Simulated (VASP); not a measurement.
# CaAl15N15 (a cell with a defect) in VASP: further runs

Runs on CaAl15N15 (a cell with a defect). Level: PBE. Tasks: single point.

Program: VASP 6.6.1. These are calculated values, not measurements. Logs are shortened: lines on timing, memory, paths and dates and some standing lists are left out, and cuts for length are marked.

## 1. The cell of the first run

The cell holds a defect, 31 atoms: a = 6.260 Å, b = 6.260 Å, c = 10.035 Å, α = 90.00°, β = 90.00°, γ = 120.00°.

## 2. Single point, PBE

INCAR

```
SYSTEM = CaAl15N15
PREC = Accurate
ENCUT = 520
EDIFF = 1E-6
ISMEAR = 0
SIGMA = 0.01
LREAL = Auto
LASPH = .TRUE.
NELM = 120
ALGO = Normal
ISIF = 2
LWAVE = .FALSE.
LCHARG = .FALSE.
GGA = PE
NBANDS = 86
GGA_COMPAT = .FALSE.
ISYM = -1
```

KPOINTS

```
explicit points
1
Reciprocal
  0.25000000   0.25000000   0.25000000 1
```

POSCAR

```
CaAl15N15
1.0
    6.2595139102      0.0000000601      0.0000000000
   -3.1297570100      5.4208980298      0.0000000000
    0.0000000000      0.0000000000     10.0348065900
Al Ca N
15 1 15
Direct
    0.3406721409      0.1586226301      0.2470655744
    0.3318310300      0.1679648068      0.7574513368
    0.1660368613      0.3328810022      0.9983762128
    0.3372279906      0.6668066633      0.2477179649
    0.1695906732      0.8243526868      0.4961533713
    0.3309840971      0.6689291657      0.7543650506
    0.1633637473      0.8318681191      1.0016437496
    0.8328818619      0.1623468262      0.2476938221
    0.6754000788      0.3300732330      0.4963097145
    0.8301502829      0.1682982729      0.7544614300
    0.6670914256      0.3356438358      1.0016942971
    0.8331365519      0.6661194375      0.2521126136
    0.6618332687      0.8369942287      0.4993946376
    0.8304297918      0.6696512566      0.7472875584
    0.6660472646      0.8327537755      1.0003036800
    0.1886773148      0.3096958877      0.4976710069
    0.1727122500      0.3279453445      0.1927147143
    0.3334940043      0.1654449479      0.9452206364
    0.1651662600      0.3337932410      0.7145090471
    0.3452417479      0.6915025642      0.4311415678
    0.1643862134      0.8262238223      0.1902329884
    0.3315293938      0.6713789048      0.9444720897
    0.1678338280      0.8389134292      0.6872703234
    0.8070080384      0.1534555140      0.4310861290
    0.6729700146      0.3346339549      0.1902884159
    0.8271897901      0.1669723203      0.9444920523
    0.6614669056      0.3326878018      0.6872415323
    0.8318770291      0.6675573079      0.4429490203
    0.6706052035      0.8289634182      0.1876490961
    0.8313700319      0.6676121503      0.9377049837
    0.6641158291      0.8350806188      0.6913394232
```

Potentials or basis: VASP PAW PBE potentials, release 64 (Al, Ca_sv, N).

Launch:

```sh
> cat potpaw_PBE.64/Al/POTCAR potpaw_PBE.64/Ca_sv/POTCAR potpaw_PBE.64/N/POTCAR > POTCAR
> mpirun -np 1 vasp_std > vasp.out
```

OUTCAR:

```text
SYSTEM = CaAl15N15
   PREC = Accurate
   ENCUT = 520
   EDIFF = 1E-6
   ISMEAR = 0
   LREAL = Auto
   LASPH = .TRUE.
   NELM = 120
   ISIF = 2
   GGA = PE
   ISYM = -1

 ion  position               nearest neighbor table
   1  0.341  0.159  0.247-  25 1.89  21 1.89  17 1.91  16 3.00  11 3.03   7 3.03   4 3.07   8 3.07
                             5 3.09   9 3.09  12 3.13   3 3.13  12 3.13   8 3.19   4 3.19
   2  0.332  0.168  0.757-  19 1.85  18 1.88  23 1.92  27 1.92   3 3.01  16 3.03  11 3.05   7 3.05
                            10 3.12   6 3.12  14 3.13  14 3.13   6 3.14  10 3.14   9 3.22   5 3.22
   3  0.166  0.333  0.998-  18 1.89  22 1.91  26 1.91  17 1.95   2 3.01  10 3.05   6 3.05   8 3.09
                             4 3.09  11 3.13   7 3.13  15 3.13  15 3.13   1 3.13   7 3.13  11 3.13
   4  0.337  0.667  0.248-  20 1.85  21 1.89  29 1.91  17 1.92   5 3.05  15 3.06   1 3.07   7 3.08
                            13 3.08   3 3.09   8 3.10  12 3.11  12 3.15   8 3.16  16 3.17   1 3.19
   5  0.170  0.824  0.496-  20 1.80  28 1.91  23 1.92  16 2.98  13 3.04   4 3.05  12 3.05   1 3.09
                             9 3.09   6 3.11  14 3.12   9 3.17   2 3.22  13 3.22
   6  0.331  0.669  0.754-  19 1.86  22 1.91  31 1.91  23 1.93   3 3.05   7 3.06  15 3.06   5 3.11
                             2 3.12  13 3.12  14 3.12  10 3.13  10 3.13  14 3.14   2 3.14  16 3.24
   7  0.163  0.832  0.002-  22 1.87  21 1.89  18 1.89  30 1.91   1 3.03   2 3.05   6 3.06   4 3.08
                            12 3.09  11 3.11  15 3.12  14 3.13   3 3.13   3 3.13  15 3.14  11 3.15
   8  0.833  0.162  0.248-  24 1.85  25 1.89  29 1.91  17 1.92   9 3.05  15 3.06   1 3.07  11 3.08
                            13 3.08   3 3.09   4 3.10  12 3.11  12 3.15   4 3.16  16 3.17   1 3.19
   9  0.675  0.330  0.496-  24 1.80  28 1.91  27 1.92  16 2.98  13 3.05  12 3.05   8 3.05   1 3.09
                             5 3.09  10 3.11  14 3.12   5 3.17   2 3.22  13 3.22
  10  0.830  0.168  0.754-  19 1.86  26 1.91  31 1.91  27 1.93   3 3.05  11 3.06  15 3.07   9 3.11
                             2 3.12  14 3.12   6 3.13  13 3.13   6 3.13  14 3.14   2 3.14  16 3.24
  11  0.667  0.336  0.002-  26 1.87  25 1.89  18 1.90  30 1.91   1 3.03   2 3.05  10 3.06   8 3.08
                            12 3.09   7 3.11  15 3.11   3 3.13  14 3.13   3 3.13  15 3.14   7 3.15
  12  0.833  0.666  0.252-  29 1.88  21 1.90  25 1.90  28 1.92   9 3.05   5 3.05   7 3.09  11 3.09
                            13 3.10   4 3.11   8 3.11  15 3.11   1 3.13   1 3.13   8 3.15   4 3.15
  13  0.662  0.837  0.499-  24 1.85  20 1.85  28 1.93  31 1.93   5 3.04   9 3.05   4 3.08   8 3.08
                            14 3.08  12 3.10   6 3.12  10 3.13  16 3.14  16 3.14   9 3.22   5 3.22
  14  0.830  0.670  0.747-  31 1.88  30 1.91  27 1.92  23 1.93  13 3.08  15 3.10   5 3.12   9 3.12
                            10 3.12   6 3.12   7 3.13  11 3.13   2 3.13   2 3.13   6 3.14  10 3.14
  15  0.666  0.833  0.000-  29 1.88  26 1.90  22 1.90  30 1.90   4 3.06   8 3.06   6 3.06  10 3.07
                            14 3.10  12 3.11  11 3.11   7 3.12   3 3.13   3 3.13   7 3.14  11 3.14
  16  0.189  0.310  0.498-  24 2.18  20 2.19  19 2.19   5 2.98   9 2.98   1 3.00   2 3.03  13 3.14
                            13 3.14   8 3.17   4 3.17  10 3.24   6 3.24
  17  0.173  0.328  0.193-   1 1.91   4 1.92   8 1.92   3 1.95
  18  0.333  0.165  0.945-   2 1.88   3 1.89   7 1.89  11 1.90
  19  0.165  0.334  0.715-   2 1.85  10 1.86   6 1.86  16 2.19
  20  0.345  0.692  0.431-   5 1.80   4 1.85  13 1.85  16 2.19
  21  0.164  0.826  0.190-   1 1.89   4 1.89   7 1.89  12 1.90
  22  0.332  0.671  0.944-   7 1.87  15 1.90   6 1.91   3 1.91
  23  0.168  0.839  0.687-   2 1.92   5 1.92  14 1.93   6 1.93
  24  0.807  0.153  0.431-   9 1.80   8 1.85  13 1.85  16 2.18
  25  0.673  0.335  0.190-   1 1.89   8 1.89  11 1.89  12 1.90
  26  0.827  0.167  0.944-  11 1.87  15 1.90  10 1.91   3 1.91
  27  0.661  0.333  0.687-   9 1.92   2 1.92  14 1.92  10 1.93
  28  0.832  0.668  0.443-   9 1.91   5 1.91  12 1.92  13 1.93
  29  0.671  0.829  0.188-  12 1.88  15 1.88   8 1.91   4 1.91
  30  0.831  0.668  0.938-  15 1.90   7 1.91  11 1.91  14 1.91
  31  0.664  0.835  0.691-  14 1.88   6 1.91  10 1.91  13 1.93

IMPORTANT INFORMATION: All symmetrisations will be switched off!
NOSYMM: (Re-)initialisation of all symmetry stuff for point group C_1.

----------------------------------------------------------------------------------------

                                     Primitive cell

  volume of cell :     340.5029

  direct lattice vectors                    reciprocal lattice vectors
     6.259513910  0.000000060  0.000000000     0.159756813  0.092235641  0.000000000
    -3.129757010  5.420898030  0.000000000    -0.000000002  0.184471279  0.000000000
     0.000000000  0.000000000 10.034806590     0.000000000  0.000000000  0.099653141

  length of vectors
     6.259513910  6.259513910 10.034806590     0.184471279  0.184471279  0.099653141

  position of ions in fractional coordinates (direct lattice)
     0.340672141  0.158622630  0.247065574
     0.331831030  0.167964807  0.757451337
     0.166036861  0.332881002  0.998376213
     0.337227991  0.666806663  0.247717965
     0.169590673  0.824352687  0.496153371
     0.330984097  0.668929166  0.754365051
[... 23 lines left out ...]
     0.831370032  0.667612150  0.937704984
     0.664115829  0.835080619  0.691339423

  ion indices of the primitive-cell ions
   primitive index   ion index
                 1           1
                 2           2
                 3           3
                 4           4
                 5           5
                 6           6
[... 23 lines left out ...]
                30          30
                31          31

----------------------------------------------------------------------------------------

 KPOINTS: explicit points

Read explicit list of k-points.

 Found      1 k-points:

 Following reciprocal coordinates:
            Coordinates               Weight
  0.250000  0.250000  0.250000      1.000000
   k-points           NKPTS =      1   k-points in BZ     NKDIM =      1   number of bands    NBANDS=     86
   number of dos      NEDOS =    301   number of ions     NIONS =     31
   total plane-waves  NPLWV = 184320
   dimension x,y,z NGX =    48 NGY =   48 NGZ =   80
   dimension x,y,z NGXF=    96 NGYF=   96 NGZF=  160
   ions per type =              15   1  15
   NGX,Y,Z   is equivalent  to a cutoff of  12.75, 12.75, 13.25 a.u.
   NGXF,Y,Z  is equivalent  to a cutoff of  25.50, 25.50, 26.51 a.u.
 SYSTEM =  CaAl15N15
   PREC   = accura    normal or accurate (medium, high low for compatibility)
   ISTART =      0    job   : 0-new  1-cont  2-samecut
   ICHARG =      2    charge: 1-file 2-atom 10-const
   ISPIN  =      1    spin polarized calculation?
   LNONCOLLINEAR =      F non collinear calculations
   LSORBIT =      F    spin-orbit coupling
   LASPH  =      T    aspherical Exc in radial PAW
   ENCUT  =  520.0 eV  38.22 Ry    6.18 a.u.  11.64 11.64 18.66*2*pi/ulx,y,z
   NELM   =    120;   NELMIN=  2; NELMDL= -5     # of ELM steps
   EDIFF  = 0.1E-05   stopping-criterion for ELM
   LREAL  =      T    real-space projection
   EDIFFG = 0.1E-04   stopping-criterion for IOM
   NSW    =      0    number of steps for IOM
   IBRION =     -1    ionic relax: 0-MD 1-quasi-New 2-CG
   NFREE  =      0    steps in history (QN), initial steepest desc. (CG)
   ISIF   =      2    stress and relaxation
   ISYM   =     -1    0-nonsym 1-usesym 2-fastsym
   POTIM  = 0.5000    time-step for ionic-motion
   TEBEG  =    0.0;   TEEND  =   0.0 temperature during run
   PSTRESS=    0.0 pullay stress
   NELECT =     130.0000    total number of electrons
   NUPDOWN=      -1.0000    fix difference up-down
   EMIN   =  10.00;   EMAX   =-10.00  energy-range for DOS
   EFERMI =   0.00;   METHOD = LEGACY
   ISMEAR =     0;   SIGMA  =   0.01  broadening in eV -4-tet -1-fermi 0-gaus
   EFERMI_NEDOS =   21; number of points for ismear=-14 and -15
   IALGO  =     38    algorithm
   IMIX   =      4    mixing-type and parameters
     AMIX     =   0.40;   BMIX     =  1.00
     AMIX_MAG =   1.60;   BMIX_MAG =  1.00
  volume/ion in A,a.u.               =      10.98        74.12
  Fermi-wavevector in a.u.,A,eV,Ry     =   1.187633  2.244301 19.190645  1.410473
  Thomas-Fermi vector in A             =   2.323780
   LORBIT       =      0    0 simple, 1 ext, 2 COOP (PROOUT), +10 PAW based schemes
   GGA     = PE    functional components
   LHFCALC =     F    Hartree Fock is set to
   AEXX    =    0.0000 exact exchange contribution
   IVDW    =     0    specifies the selected vdW correction
   LEPSILON=     F    determine dielectric tensor
   LRPA    =     F    only Hartree local field effects (RPA)
 non-spin polarized calculation
 Gauss-broadening in eV      SIGMA  =   0.01
  energy-cutoff  :      520.00
  volume of cell :      340.50
 maximum number of plane-waves:      9148
 NGX is ok and might be reduce to    48
   NGX = 23   NGY = 23   NGZ = 37

 number of electron     130.0000007 magnetization

 Free energy of the ion-electron system (eV)
  ---------------------------------------------------
  ext. energy  EPLUGINS =         0.00000000
  ---------------------------------------------------
  free energy    TOTEN  =      -224.09746570 eV

  energy without entropy =     -224.09746570  energy(sigma->0) =     -224.09746570

 E-fermi :   7.0329     XC(G=0): -10.7959

 val. band max:        6.9129693793   @ k =   0.2500   0.2500   0.2500
 cond. band min:       8.8443806187   @ k =   0.2500   0.2500   0.2500
 fundamental gap:      1.9314112394
 Fermi energy:         7.0329058265

 k-point     1 :       0.2500    0.2500    0.2500
  band No.  band energies     occupation
      1     -31.5111      2.00000
      2     -12.9329      2.00000
      3     -12.8584      2.00000
      4     -12.7640      2.00000
      5      -8.7149      2.00000
      6      -8.2697      2.00000
[... 69 lines left out ...]
     76      12.4355      0.00000
     77      12.5632      0.00000
 [bands above 77 left out]

------------------------ aborting loop because EDIFF is reached ----------------------------------------

  FORCE on cell =-STRESS in cart. coord.  units (eV):
  Direction    XX          YY          ZZ          XY          YZ          ZX
  --------------------------------------------------------------------------------------
  -------------------------------------------------------------------------------------
  Total       11.6796961      3.1891776     12.1250236     -7.4610917      1.6109167     -2.2989244
  in kB       54.9567787     15.0061205     57.0521897    -35.1068694      7.5798886    -10.8171892
  external PRESSURE =      42.3383630 kB  Pullay stress =       0.0000000 kB

 VOLUME and BASIS-vectors are now :
 -----------------------------------------------------------------------------
  energy-cutoff  :      520.00
  volume of cell :      340.50
      direct lattice vectors                 reciprocal lattice vectors
     6.259513910  0.000000060  0.000000000     0.159756813  0.092235641  0.000000000
    -3.129757010  5.420898030  0.000000000    -0.000000002  0.184471279  0.000000000
     0.000000000  0.000000000 10.034806590     0.000000000  0.000000000  0.099653141

 POSITION                                       TOTAL-FORCE (eV/Angst)
 -----------------------------------------------------------------------------------
      1.63599      0.85988      2.47926        -0.003843      0.002829     -0.005723
      1.55141      0.91052      7.60088         0.001816     -0.000895      0.014220
     -0.00253      1.80451     10.01851         0.004887     -0.002384      0.004147
      0.02394      3.61469      2.48580        -0.001995     -0.002508      0.002147
     -1.51847      4.46873      4.97880         0.000930     -0.007923     -0.003722
     -0.02179      3.62620      7.56991        -0.002293      0.005817      0.003280
[... 23 lines left out ...]
      3.11451      3.61906      9.40969         0.000755      0.000251     -0.002558
      1.54344      4.52689      6.93746        -0.000163      0.000251     -0.001920
 -----------------------------------------------------------------------------------
    total drift:                               -0.015778      0.008408     -0.009345

  FREE ENERGIE OF THE ION-ELECTRON SYSTEM (eV)
  ---------------------------------------------------
  free  energy   TOTEN  =      -224.0974657006 eV

  energy  without entropy=     -224.0974657006  energy(sigma->0) =     -224.09746570
```

Run time: 62 s. Hardware: 1 thread of AMD EPYC 7R13 (Zen 3), shared host; peak memory 0.38 GiB.

What came out:

```yaml
Free_energy: -224.0975 eV
Pressure: 4.2 GPa
Largest_force: 0.061 eV/Å
Band_gap_on_the_k_mesh: 1.93 eV
```

Forces on the atoms (eV/Å):
```
Al  -0.004  0.003 -0.006
Al   0.002 -0.001  0.014
Al   0.005 -0.002  0.004
Al  -0.002 -0.003  0.002
Al   0.001 -0.008 -0.004
Al  -0.002  0.006  0.003
Al   0.003  0.005  0.006
Al   0.000  0.002  0.000
Al   0.005  0.005 -0.003
Al  -0.005 -0.003  0.003
Al  -0.002 -0.003  0.006
Al   0.002  0.000  0.000
Al   0.001 -0.002 -0.001
Al  -0.003  0.002  0.002
Al  -0.004  0.000  0.003
Ca   0.051 -0.030 -0.016
N   -0.005  0.003 -0.009
N    0.002 -0.001 -0.005
N   -0.007  0.005  0.042
N    0.000  0.044 -0.016
N    0.001 -0.005 -0.001
N    0.000  0.001 -0.003
N    0.001  0.003  0.003
N   -0.040 -0.021 -0.017
N    0.005  0.001 -0.001
N   -0.002 -0.002 -0.002
N   -0.002 -0.002  0.002
N   -0.003  0.002  0.001
N    0.000  0.000 -0.002
N    0.001  0.000 -0.003
N    0.000  0.000 -0.002
```

Levels at points of the mesh, in eV from the valence-band top:
```
           k point  band 61  band 62  band 63  band 64  band 65  band 66  band 67  band 68  band 69  band 70
(0.25, 0.25, 0.25)    -1.86    -1.61    -1.25    -1.03     0.00     1.93     2.84     4.15     4.65     4.74
```

[end of part 1 of 2]
